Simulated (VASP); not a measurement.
# Cs (Pm-3m) in VASP: further runs, part 2 of 2

VASP 6.6.1. Earlier steps stand in the parts before.

## Step 3: Single point, RPBE (131.53 Å³/atom)

This run uses another cell than the first one, of 131.53 Å³/atom.

Input file INCAR:

```
SYSTEM = Cs
  PREC = Accurate
  ENCUT = 520
  EDIFF = 1E-7
  ISMEAR = -1
  SIGMA = 0.1
  LREAL = .False.
  LASPH = .True.
  NELM = 60
  ALGO = Normal
  ISIF = 2
  LWAVE = .False.
  LCHARG = .False.
  GGA = RP
  NBANDS = 10
```

Input file KPOINTS:

```
regular mesh
0
Gamma
  7 7 7
  0 0 0
```

Input file POSCAR:

```
Cs
1.0
    5.0855930722      0.0000000000      0.0000000000
    0.0000000000      5.0855930722      0.0000000000
    0.0000000000      0.0000000000      5.0855930722
Cs
1
Direct
    0.0000000000      0.0000000000      0.0000000000
```

Potentials or basis: VASP PAW PBE potentials, release 64 (Cs_sv).

Run with:

```sh
cat potpaw_PBE.64/Cs_sv/POTCAR > POTCAR
mpirun -np 1 vasp_std > vasp.out
```

OUTCAR:

```text
SYSTEM = Cs
   PREC = Accurate
   ENCUT = 520
   EDIFF = 1E-7
   ISMEAR = -1
   LREAL = .False.
   LASPH = .True.
   NELM = 60
   ISIF = 2
   GGA = RP

 ion  position               nearest neighbor table
   1  0.000  0.000  0.000-

  LATTYP: Found a simple cubic cell.
 ALAT       =     5.0855930722

  Lattice vectors:

 A1 = (   5.0855930722,   0.0000000000,   0.0000000000)
 A2 = (   0.0000000000,   5.0855930722,   0.0000000000)
 A3 = (   0.0000000000,   0.0000000000,   5.0855930722)

Analysis of symmetry for initial positions (statically):
=====================================================================
 Subroutine PRICEL returns:
 Original cell was already a primitive cell.

 Routine SETGRP: Setting up the symmetry group for a
 simple cubic supercell.

 Subroutine GETGRP returns: Found 48 space group operations
 (whereof 48 operations were pure point group operations)
 out of a pool of 48 trial point group operations.

The static configuration has the point symmetry O_h .

[... 156 lines left out ...]
 cond. band min:       0.3453875187   @ k =   0.2857   0.2857   0.2857
 fundamental gap:      0.1137724384
 Fermi energy:         0.2952397411

 k-point     1 :       0.0000    0.0000    0.0000
  band No.  band energies     occupation
      1     -23.8450      2.00000
      2     -10.6005      2.00000
      3     -10.6005      2.00000
      4     -10.6005      2.00000
      5      -1.2384      2.00000
      6       1.6967      0.00000
      7       1.6967      0.00000
      8       4.4323      0.00000
      9       4.4323      0.00000
     10       4.4323      0.00000
[... 235 lines left out ...]
 k-point    20 :       0.4286    0.4286    0.4286
  band No.  band energies     occupation
      1     -23.8304      2.00000
      2     -10.6988      2.00000
      3     -10.6980      2.00000
      4     -10.6980      2.00000
      5       1.2388      0.00016
      6       1.4787      0.00001
      7       1.4787      0.00001
      8       3.3976      0.00000
      9       3.5521      0.00000
     10       3.7456      0.00000

------------------------ aborting loop because EDIFF is reached ----------------------------------------

  FORCE on cell =-STRESS in cart. coord.  units (eV):
  Direction    XX          YY          ZZ          XY          YZ          ZX
  --------------------------------------------------------------------------------------
  -------------------------------------------------------------------------------------
  Total        0.1054189      0.1054189      0.1054189      0.0000000      0.0000000     -0.0000000
  in kB        1.2841164      1.2841164      1.2841164      0.0000000      0.0000000     -0.0000000
  external PRESSURE =       1.2841164 kB  Pullay stress =       0.0000000 kB

 VOLUME and BASIS-vectors are now :
 -----------------------------------------------------------------------------
  energy-cutoff  :      520.00
  volume of cell :      131.53
      direct lattice vectors                 reciprocal lattice vectors
     5.085593072  0.000000000  0.000000000     0.196633900  0.000000000  0.000000000
     0.000000000  5.085593072  0.000000000     0.000000000  0.196633900  0.000000000
     0.000000000  0.000000000  5.085593072     0.000000000  0.000000000  0.196633900

 POSITION                                       TOTAL-FORCE (eV/Angst)
 -----------------------------------------------------------------------------------
      0.00000      0.00000      0.00000         0.000000      0.000000      0.000000
 -----------------------------------------------------------------------------------
    total drift:                               -0.000000     -0.000000     -0.000000

  FREE ENERGIE OF THE ION-ELECTRON SYSTEM (eV)
  ---------------------------------------------------
  free  energy   TOTEN  =        -0.6640349760 eV

  energy  without entropy=       -0.6237421622  energy(sigma->0) =       -0.64388857
```

OSZICAR:

```text
N       E                     dE             d eps       ncg     rms          rms(c)
DAV:   1     0.553558170031E+02    0.55356E+02   -0.29075E+03   400   0.621E+02
DAV:   2     0.510893024742E+01   -0.50247E+02   -0.48763E+02   542   0.108E+02
DAV:   3    -0.562830239904E+00   -0.56718E+01   -0.56643E+01   466   0.418E+01
DAV:   4    -0.656570965314E+00   -0.93741E-01   -0.93721E-01   520   0.642E+00
DAV:   5    -0.657117608680E+00   -0.54664E-03   -0.54663E-03   588   0.478E-01    0.191E-01
DAV:   6    -0.660376711281E+00   -0.32591E-02   -0.21444E-03   496   0.220E-01    0.139E-01
DAV:   7    -0.663959927227E+00   -0.35832E-02   -0.94959E-03   428   0.520E-01    0.480E-02
DAV:   8    -0.664007986449E+00   -0.48059E-04   -0.27657E-04   460   0.984E-02    0.113E-02
DAV:   9    -0.664022268496E+00   -0.14282E-04   -0.12441E-05   524   0.208E-02    0.668E-03
DAV:  10    -0.664033595107E+00   -0.11327E-04   -0.17505E-05   440   0.207E-02    0.273E-03
DAV:  11    -0.664034678549E+00   -0.10834E-05   -0.37041E-06   456   0.103E-02    0.733E-04
DAV:  12    -0.664035017075E+00   -0.33853E-06   -0.11308E-07   578   0.214E-03    0.278E-04
DAV:  13    -0.664034975996E+00    0.41079E-07   -0.18054E-08   246   0.708E-04
   1 F= -.66403498E+00 E0= -.64388857E+00  d E =-.402928E-01
```

stdout:

```text
POSCAR found type information on POSCAR Cs
 POSCAR found :  1 types and       1 ions
 scaLAPACK will be used
 -----------------------------------------------------------------------------
|                                                                             |
|                                                                             |
|     You enforced a specific xc type in the INCAR file but a different       |
|     I HOPE YOU KNOW WHAT YOU ARE DOING!                                     |
|                                                                             |
 -----------------------------------------------------------------------------

 LDA part: xc-table for (Slater+PW92), standard interpolation
 POSCAR, INCAR and KPOINTS ok, starting setup
 FFT: planning ... GRIDC
 FFT: planning ... GRID_SOFT
 FFT: planning ... GRID
 WAVECAR not read
 entering main loop
```

Wall time 23 s (1 thread of Intel Xeon Platinum 8488C (Sapphire Rapids), shared host); peak memory 0.23 GiB.

What came out:

```
Free energy            : -0.6640 eV
Pressure               : 0.1 GPa
Band gap on the k mesh : zero (an odd number of electrons rules out a gap without spin polarisation)
```

Levels at points of the mesh, in eV from the Fermi level:
```csv
k point,band 3,band 4,band 5,band 6,band 7,band 8
"(0.00, 0.00, 0.00)",-10.90,-10.90,-1.53,1.40,1.40,4.14
```

Caveat: the PAW data sets were made with another functional, which shifts forces and pressure a little; spin-orbit coupling is left out, which moves the levels of the heavy elements.

## Step 4: Single point, RPBE (137.25 Å³/atom)

This run uses another cell than the first one, of 137.25 Å³/atom.

INCAR: that of step 3 with these lines changed.

```diff
@@ -3,3 +3,3 @@
   ENCUT = 520
-  EDIFF = 1E-7
+  EDIFF = 1E-6
   ISMEAR = -1
@@ -8,3 +8,3 @@
   LASPH = .True.
-  NELM = 60
+  NELM = 80
   ALGO = Normal
```

KPOINTS is that of step 3.

Input file POSCAR:

```
Cs
1.0
    5.1582542187      0.0000000000      0.0000000000
    0.0000000000      5.1582542187      0.0000000000
    0.0000000000      0.0000000000      5.1582542187
Cs
1
Direct
    0.0000000000      0.0000000000      0.0000000000
```

Run with:

```sh
cat potpaw_PBE.64/Cs_sv/POTCAR > POTCAR
mpirun -np 1 vasp_std > vasp.out
```

It took 18 s on 1 thread of Intel Xeon Platinum 8488C (Sapphire Rapids), shared host; peak memory 0.23 GiB.

It converged, with:

| Property | Result |
| --- | --- |
| Free energy | -0.6676 eV |
| Pressure | 0.1 GPa |
| Band gap on the k mesh | zero (an odd number of electrons rules out a gap without spin polarisation) |

Levels at points of the mesh, in eV from the Fermi level:
```
           k point  band 3  band 4  band 5  band 6  band 7  band 8
(0.00, 0.00, 0.00)  -10.92  -10.92   -1.49    1.41    1.41    4.05
```

Caveat: the PAW data sets were made with another functional, which shifts forces and pressure a little; spin-orbit coupling is left out, which moves the levels of the heavy elements.

## Step 5: Single point, RPBE

This run uses another cell than the first one, of 142.97 Å³/atom.

Input file INCAR:

```
ALGO = Normal
EDIFF = 1E-6
ENCUT = 520
GGA = RP
ISIF = 2
ISMEAR = -1
LASPH = True
LCHARG = False
LREAL = False
LWAVE = False
NBANDS = 10
NELM = 60
PREC = Accurate
SIGMA = 0.1
```

Input file KPOINTS:

```
k-points
0
Gamma
  7 7 7
```

Input file POSCAR:

```
Cs
1.0
    5.2289240171      0.0000000000      0.0000000000
    0.0000000000      5.2289240171      0.0000000000
    0.0000000000      0.0000000000      5.2289240171
Cs
1
Direct
    0.0000000000      0.0000000000      0.0000000000
```

Run with:

```sh
cat potpaw_PBE.64/Cs_sv/POTCAR > POTCAR
mpirun -np 1 vasp_std > vasp.out
```

Wall time 16 s (1 thread of Intel Xeon Platinum 8488C (Sapphire Rapids), shared host); peak memory 0.23 GiB.

The run converged. Its results:

* Free energy: -0.6689 eV
* Pressure: 0.0 GPa
* Band gap on the k mesh: zero (an odd number of electrons rules out a gap without spin polarisation)

Levels at points of the mesh, in eV from the Fermi level:
```csv
k point,band 2,band 3,band 4,band 5,band 6,band 7,band 8,band 9
"(0.00, 0.00, 0.00)",-10.94,-10.94,-10.94,-1.45,1.42,1.42,3.96,3.96
```

Caveat: the PAW data sets were made with another functional, which shifts forces and pressure a little; spin-orbit coupling is left out, which moves the levels of the heavy elements.

## Step 6: Relaxation of cell and atoms, RPBE

This run uses another cell than the first one, of 119.28 Å³/atom.

Input file INCAR:

```
PREC = Accurate
ENCUT = 600
EDIFF = 1E-6
ISMEAR = -1
SIGMA = 0.1
LREAL = F
LASPH = T
NELM = 80
ALGO = Normal
ISIF = 3
LWAVE = F
LCHARG = F
GGA = RP
IBRION = 2
NSW = 80
EDIFFG = -0.01
```

Input file KPOINTS:

```
Automatic mesh
0
Gamma
  7 7 7
```

Input file POSCAR:

```
Cs
1.0
    4.9225963477      0.0000000000      0.0000000000
    0.0000000000      4.9225963477      0.0000000000
    0.0000000000      0.0000000000      4.9225963477
Cs
1
Direct
    0.0000000000      0.0000000000      0.0000000000
```

Potentials or basis: VASP PAW PBE potentials, release 64 (Cs_sv).

Run with:

```sh
cat potpaw_PBE.64/Cs_sv/POTCAR > POTCAR
mpirun -np 1 vasp_std > vasp.out
```

Wall time 58 s (1 thread of Intel Xeon Platinum 8488C (Sapphire Rapids), shared host); peak memory 0.24 GiB.

Results (log left out):

```yaml
Free_energy: -0.6683 eV
Relaxed_volume: 143.85 Å³/atom
Relaxed_cell: a = 5.240 Å, b = 5.240 Å, c = 5.240 Å, α = 90.00°, β = 90.00°, γ = 90.00°
Space_group_after_relaxing_to_0.1_Å: Pm-3m (No. 221)
Energy_gained_by_relaxing: 21.5 meV/atom
Ionic_steps: 5
Pressure_after_relaxing: 0.0 GPa
Band_gap_on_the_k_mesh: zero (an odd number of electrons rules out a gap without spin polarisation)
```

Step by step:
| step | energy change (eV) | largest force (eV/Å) | pressure (GPa) | volume (Å³) |
| --- | --- | --- | --- | --- |
| 1 | 0.0000 | 0.0000 | 0.33 | 119.28 |
| 2 | -0.0076 | 0.0000 | 0.25 | 123.52 |
| 3 | -0.0202 | 0.0000 | 0.06 | 136.84 |
| 4 | -0.0215 | 0.0000 | 0.01 | 142.37 |
| 5 | -0.0215 | 0.0000 | 0.00 | 143.85 |

Final structure:
```yaml
crystal:
  lattice:
    - [5.23962, 0.00000, 0.00000]
    - [0.00000, 5.23962, 0.00000]
    - [0.00000, 0.00000, 5.23962]
  atoms:
    - { symbol: Cs, position: [0.00000, 0.00000, 0.00000] }
```

Levels at points of the mesh, in eV from the Fermi level:
```tsv
k point	band 2	band 3	band 4	band 5	band 6	band 7	band 8
(0.00, 0.00, 0.00)	-10.94	-10.94	-10.94	-1.45	1.42	1.42	3.95
```

Caveat: the volume moved by over 15 % at a fixed basis, so the end points are rough; the PAW data sets were made with another functional, which shifts forces and pressure a little; spin-orbit coupling is left out, which moves the levels of the heavy elements.

## Step 7: Overview

| task | cell | cutoff (eV) | gap on the mesh (eV) | pressure (GPa) |
| --- | --- | --- | --- | --- |
| single point | a = 5.011 Å, 1 atom | 520 | none | 0.2 |
| single point | a = 5.086 Å, 1 atom | 520 | none | 0.1 |
| single point | a = 5.158 Å, 1 atom | 520 | none | 0.1 |
| single point | a = 5.229 Å, 1 atom | 520 | none | 0.0 |
| relaxation of cell and atoms | relaxed from a = 4.923 Å, 1 atom | 600 | none | 0.0 |

Alike in all rows: level RPBE; potentials or basis VASP PAW PBE potentials, release 64 (Cs_sv); no spin polarisation; k mesh 7 × 7 × 7; smearing fermi-dirac 0.1 eV.

Caveats: the PAW data sets were made with another functional, which shifts forces and pressure a little; spin-orbit coupling is left out, which moves the levels of the heavy elements; the volume moved by over 15 % at a fixed basis, so the end points are rough (at least some runs).

Absolute energies hang on the potentials; compare differences alone.
